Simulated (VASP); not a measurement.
Input of a VASP 6.6.1 run:

File INCAR:

```
SYSTEM = RbCl
ALGO = Normal
EDIFF = 1E-6
ENCUT = 500
GGA = PE
GGA_COMPAT = .False.
ISIF = 2
ISMEAR = 0
LASPH = .True.
LCHARG = .False.
LREAL = .False.
LWAVE = .False.
NBANDS = 15
NELM = 120
PREC = Accurate
SIGMA = 0.01
```

Contents of KPOINTS:

```
k-points
0
Gamma
  6 6 6
  0 0 0
```

The input POSCAR:

```
RbCl
1.0
    0.0000000000      3.3491260046      3.3491260046
    3.3491260046      0.0000000000      3.3491260046
    3.3491260046      3.3491260046      0.0000000000
Rb Cl
1 1
Direct
    0.0000000000      0.0000000000      0.0000000000
    0.5000000000      0.5000000000      0.5000000000
```

Potentials or basis: VASP PAW PBE potentials, release 64 (Rb_sv, Cl).

Launch:

```console
$ cat potpaw_PBE.64/Rb_sv/POTCAR potpaw_PBE.64/Cl/POTCAR > POTCAR
$ mpirun -np 1 vasp_std > vasp.out
```

(1) Estimate the pressure.

(2) Predict the band gap on the k mesh.

Answers

(1) 0.0 GPa.

(2) 4.83 eV.
